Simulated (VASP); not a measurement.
# Ir (Fm-3m) in VASP: notebook

The runs below take Ir through single point, with LDA.

Everything below comes from runs of VASP 6.6.1. Logs are shortened: lines on timing, memory, paths and dates and some standing lists are left out, and cuts for length are marked.

### Step 1. The cell of the first run

Symmetry: Fm-3m, No. 225, cubic system. Conventional cell: a = 3.811 Å, b = 3.811 Å, c = 3.811 Å, α = 90.00°, β = 90.00°, γ = 90.00°. Within 3.6 Å of Ir (site symmetry m-3m) lie 12 Ir at 2.69 Å.

### Step 2. Single point, LDA

The input, INCAR:

```
SYSTEM = Ir
PREC = Accurate
ENCUT = 560
EDIFF = 1E-6
ISMEAR = -1
SIGMA = 0.05
LREAL = .FALSE.
LASPH = .TRUE.
NELM = 120
ALGO = Normal
ISIF = 2
LWAVE = .FALSE.
LCHARG = .FALSE.
NBANDS = 14
GGA_COMPAT = .FALSE.
```

The input, KPOINTS:

```
regular mesh
0
G
  10 10 10
  0 0 0
```

The input, POSCAR:

```
Ir
1.0
    0.0000000000      1.9055973447      1.9055973447
    1.9055973447      0.0000000000      1.9055973447
    1.9055973447      1.9055973447      0.0000000000
Ir
1
Direct
    0.0000000000      0.0000000000      0.0000000000
```

Potentials or basis: VASP PAW LDA potentials, release 64 (Ir_sv_GW).

The run is started by

```
> cat potpaw_LDA.64/Ir_sv_GW/POTCAR > POTCAR
> mpirun -np 1 vasp_std > vasp.out
```

OUTCAR:

```text
SYSTEM = Ir
   PREC = Accurate
   ENCUT = 560
   EDIFF = 1E-6
   ISMEAR = -1
   LREAL = .FALSE.
   LASPH = .TRUE.
   NELM = 120
   ISIF = 2

 ion  position               nearest neighbor table
   1  0.000  0.000  0.000-

  LATTYP: Found a face centered cubic cell.
 ALAT       =     3.8111946894

  Lattice vectors:

 A1 = (   0.0000000000,   1.9055973447,   1.9055973447)
 A2 = (   1.9055973447,   0.0000000000,   1.9055973447)
 A3 = (   1.9055973447,   1.9055973447,   0.0000000000)

Analysis of symmetry for initial positions (statically):
=====================================================================
 Subroutine PRICEL returns:
 Original cell was already a primitive cell.

 Routine SETGRP: Setting up the symmetry group for a
 face centered cubic supercell.

 Subroutine GETGRP returns: Found 48 space group operations
 (whereof 48 operations were pure point group operations)
 out of a pool of 48 trial point group operations.

The static configuration has the point symmetry O_h .

Analysis of symmetry for dynamics (positions and initial velocities):
=====================================================================
 Subroutine PRICEL returns:
 Original cell was already a primitive cell.

 Routine SETGRP: Setting up the symmetry group for a
 face centered cubic supercell.

 Subroutine GETGRP returns: Found 48 space group operations
 (whereof 48 operations were pure point group operations)
 out of a pool of 48 trial point group operations.

The dynamic configuration has the point symmetry O_h .

 Subroutine INISYM returns: Found 48 space group operations
 (whereof 48 operations are pure point group operations),
 and found     1 'primitive' translations

----------------------------------------------------------------------------------------

                                     Primitive cell

  volume of cell :      13.8396

  direct lattice vectors                    reciprocal lattice vectors
     0.000000000  1.905597345  1.905597345    -0.262384916  0.262384916  0.262384916
     1.905597345  0.000000000  1.905597345     0.262384916 -0.262384916  0.262384916
     1.905597345  1.905597345  0.000000000     0.262384916  0.262384916 -0.262384916

  length of vectors
     2.694921609  2.694921609  2.694921609     0.454464006  0.454464006  0.454464006

  position of ions in fractional coordinates (direct lattice)
     0.000000000  0.000000000  0.000000000

  ion indices of the primitive-cell ions
   primitive index   ion index
                 1           1

----------------------------------------------------------------------------------------
[... 82 lines left out ...]
   NUPDOWN=      -1.0000    fix difference up-down
   EMIN   =  10.00;   EMAX   =-10.00  energy-range for DOS
   EFERMI =   0.00;   METHOD = LEGACY
   ISMEAR =    -1;   SIGMA  =   0.05  broadening in eV -4-tet -1-fermi 0-gaus
   EFERMI_NEDOS =   21; number of points for ismear=-14 and -15
   IALGO  =     38    algorithm
   IMIX   =      4    mixing-type and parameters
     AMIX     =   0.40;   BMIX     =  1.00
     AMIX_MAG =   1.60;   BMIX_MAG =  1.00
  volume/ion in A,a.u.               =      13.84        93.39
  Fermi-wavevector in a.u.,A,eV,Ry     =   1.753275  3.313209 41.823937  3.073973
  Thomas-Fermi vector in A             =   2.823442
   LORBIT       =      0    0 simple, 1 ext, 2 COOP (PROOUT), +10 PAW based schemes
   GGA     = CA    functional components
   LHFCALC =     F    Hartree Fock is set to
   AEXX    =    0.0000 exact exchange contribution
   IVDW    =     0    specifies the selected vdW correction
   LEPSILON=     F    determine dielectric tensor
   LRPA    =     F    only Hartree local field effects (RPA)
 non-spin polarized calculation
  energy-cutoff  :      560.00
  volume of cell :       13.84
 maximum number of plane-waves:       444
 NGX is ok and might be reduce to    24
   NGX = 11   NGY = 11   NGZ = 11

 number of electron      17.0000000 magnetization

 Free energy of the ion-electron system (eV)
  ---------------------------------------------------
  ext. energy  EPLUGINS =         0.00000000
  ---------------------------------------------------
  free energy    TOTEN  =       -10.91304522 eV

  energy without entropy =      -10.90427504  energy(sigma->0) =      -10.90866013

 E-fermi :  13.1674     XC(G=0): -14.9249

 val. band max:       13.1407873137   @ k =  -0.3000   0.3000   0.1000
 cond. band min:      13.1924029820   @ k =  -0.4000   0.5000   0.1000
 fundamental gap:      0.0516156684
 Fermi energy:        13.1674361912

 k-point     1 :       0.0000    0.0000    0.0000
  band No.  band energies     occupation
      1     -79.5152      2.00000
      2     -36.1553      2.00000
      3     -36.1553      2.00000
      4     -36.1553      2.00000
      5       1.7698      2.00000
      6       9.0481      2.00000
      7       9.0481      2.00000
      8       9.0481      2.00000
      9      11.8724      2.00000
     10      11.8724      2.00000
     11      26.6675      0.00000
     12      32.2722      0.00000
     13      32.2722      0.00000
     14      32.2722      0.00000
[... 377 lines left out ...]
      1     -79.4360      2.00000
      2     -36.8174      2.00000
      3     -36.4292      2.00000
      4     -36.4022      2.00000
      5       5.5743      2.00000
      6       6.2762      2.00000
      7      10.3672      2.00000
      8      12.1947      2.00000
      9      13.9144      0.00000
     10      13.9385      0.00000
     11      26.0088      0.00000
     12      28.1854      0.00000
     13      29.3549      0.00000
     14      34.2700      0.00000

 [... further k-points ...]

------------------------ aborting loop because EDIFF is reached ----------------------------------------

  FORCE on cell =-STRESS in cart. coord.  units (eV):
  Direction    XX          YY          ZZ          XY          YZ          ZX
  --------------------------------------------------------------------------------------
  -------------------------------------------------------------------------------------
  Total       -0.0292703     -0.0292703     -0.0292703      0.0000000     -0.0000000      0.0000000
  in kB       -3.3885561     -3.3885561     -3.3885561      0.0000000     -0.0000000      0.0000000
  external PRESSURE =      -3.3885561 kB  Pullay stress =       0.0000000 kB

 VOLUME and BASIS-vectors are now :
 -----------------------------------------------------------------------------
  energy-cutoff  :      560.00
  volume of cell :       13.84
      direct lattice vectors                 reciprocal lattice vectors
     0.000000000  1.905597345  1.905597345    -0.262384916  0.262384916  0.262384916
     1.905597345  0.000000000  1.905597345     0.262384916 -0.262384916  0.262384916
     1.905597345  1.905597345  0.000000000     0.262384916  0.262384916 -0.262384916

 POSITION                                       TOTAL-FORCE (eV/Angst)
 -----------------------------------------------------------------------------------
      0.00000      0.00000      0.00000        -0.000000      0.000000      0.000000
 -----------------------------------------------------------------------------------
    total drift:                               -0.000000     -0.000000     -0.000000

  FREE ENERGIE OF THE ION-ELECTRON SYSTEM (eV)
  ---------------------------------------------------
  free  energy   TOTEN  =       -10.9130452167 eV

  energy  without entropy=      -10.9042750356  energy(sigma->0) =      -10.90866013
```

OSZICAR:

```text
N       E                     dE             d eps       ncg     rms          rms(c)
DAV:   1     0.109446522369E+03    0.10945E+03   -0.12128E+04  1372   0.134E+03
DAV:   2    -0.105154274815E+02   -0.11996E+03   -0.11488E+03  1676   0.396E+02
DAV:   3    -0.121100991903E+02   -0.15947E+01   -0.15909E+01  1412   0.427E+01
DAV:   4    -0.121123797246E+02   -0.22805E-02   -0.22805E-02  1580   0.201E+00
DAV:   5    -0.121123842629E+02   -0.45382E-05   -0.45402E-05  1436   0.845E-02    0.716E+01
DAV:   6    -0.110234566020E+02    0.10889E+01   -0.14129E+00  1352   0.126E+01    0.387E+01
DAV:   7    -0.109310912724E+02    0.92365E-01   -0.41280E-01  1478   0.632E+00    0.727E+00
DAV:   8    -0.109132382917E+02    0.17853E-01   -0.63527E-02  1316   0.316E+00    0.686E-01
DAV:   9    -0.109131831591E+02    0.55133E-04   -0.73957E-04  1496   0.321E-01    0.323E-01
DAV:  10    -0.109130473298E+02    0.13583E-03   -0.24203E-04  1376   0.226E-01    0.246E-01
DAV:  11    -0.109130452776E+02    0.20522E-05   -0.51757E-06  1532   0.303E-02    0.529E-02
DAV:  12    -0.109130452167E+02    0.60846E-07   -0.17649E-07   718   0.471E-03
   1 F= -.10913045E+02 E0= -.10908660E+02  d E =-.877018E-02
```

stdout:

```text
POSCAR found type information on POSCAR Ir
 POSCAR found :  1 types and       1 ions
 scaLAPACK will be used
 LDA part: xc-table for (Slater(with rela. corr.)+CA(PZ))
 , standard interpolation
 POSCAR, INCAR and KPOINTS ok, starting setup
 FFT: planning ... GRIDC
 FFT: planning ... GRID_SOFT
 FFT: planning ... GRID
 WAVECAR not read
 entering main loop
```

Wall time 18 s (1 thread of AMD EPYC 7R43 (Zen 3), shared host); peak memory 0.11 GiB.

What came out:

* Free energy: -10.9130 eV
* Pressure: -0.3 GPa
* Band gap on the k mesh: zero (an odd number of electrons rules out a gap without spin polarisation)

Levels at points of the mesh, in eV from the Fermi level:
| k point | band 5 | band 6 | band 7 | band 8 | band 9 | band 10 | band 11 | band 12 |
| --- | --- | --- | --- | --- | --- | --- | --- | --- |
| (0.00, 0.00, 0.00) | -11.40 | -4.12 | -4.12 | -4.12 | -1.30 | -1.30 | 13.50 | 19.10 |
| (0.50, 0.00, 0.00) | -8.42 | -4.21 | -4.21 | -0.83 | 0.87 | 0.87 | 7.44 | 13.18 |
| (0.50, 0.50, 0.00) | -8.24 | -7.68 | 0.86 | 1.46 | 1.46 | 1.66 | 10.78 | 11.51 |

Caveat: spin-orbit coupling is left out, which moves the levels of the heavy elements.

### Step 3. Single point, LDA

This run uses another cell than the first one, of 13.70 Å³/atom.

The input, INCAR:

```
SYSTEM = Ir
ALGO     = Normal         ! electronic algorithm
EDIFF    = 1E-6           ! SCF threshold, eV
ENCUT    = 560            ! plane-wave cutoff, eV
GGA      = CA             ! functional
GGA_COMPAT= .FALSE.      
ISIF     = 2              ! what is computed and relaxed
ISMEAR   = -1             ! smearing method
LASPH    = .TRUE.         ! aspherical terms in the spheres
LCHARG   = .FALSE.        ! write CHGCAR
LREAL    = .FALSE.        ! projectors in reciprocal space
LWAVE    = .FALSE.        ! write WAVECAR
NBANDS   = 14             ! bands
NELM     = 120            ! most SCF steps
PREC     = Accurate       ! precision mode
SIGMA    = 0.05           ! smearing width, eV
```

The input, KPOINTS:

```
k-points
0
G
  10 10 10
  0 0 0
```

The input, POSCAR:

```
Ir
1.0
    0.0000000000      1.8992240618      1.8992240618
    1.8992240618      0.0000000000      1.8992240618
    1.8992240618      1.8992240618      0.0000000000
Ir
1
Direct
    0.0000000000      0.0000000000      0.0000000000
```

Potentials or basis: VASP PAW LDA potentials, release 64 (Ir_sv_GW).

The run is started by

```
> cat potpaw_LDA.64/Ir_sv_GW/POTCAR > POTCAR
> mpirun -np 1 vasp_std > vasp.out
```

Wall time 8.3 s (1 thread of Intel Xeon Platinum 8259CL at 2.50GHz (Skylake/Cascade Lake), shared host); peak memory 0.14 GiB.

Results (log left out):

```yaml
Free_energy: -10.9101 eV
Pressure: 3.9 GPa
Band_gap_on_the_k_mesh: zero (an odd number of electrons rules out a gap without spin polarisation)
```

Levels at points of the mesh, in eV from the Fermi level:
| k point | band 5 | band 6 | band 7 | band 8 | band 9 | band 10 | band 11 | band 12 |
| --- | --- | --- | --- | --- | --- | --- | --- | --- |
| (0.00, 0.00, 0.00) | -11.51 | -4.18 | -4.18 | -4.18 | -1.31 | -1.31 | 13.47 | 19.13 |
| (0.50, 0.00, 0.00) | -8.53 | -4.28 | -4.28 | -0.85 | 0.89 | 0.89 | 7.55 | 13.14 |
| (0.50, 0.50, 0.00) | -8.36 | -7.79 | 0.88 | 1.49 | 1.49 | 1.67 | 10.93 | 11.55 |

Caveat: the cell stands under pressure; spin-orbit coupling is left out, which moves the levels of the heavy elements.

The gap in the log of VASP goes by the Fermi energy; the results here count the filled bands.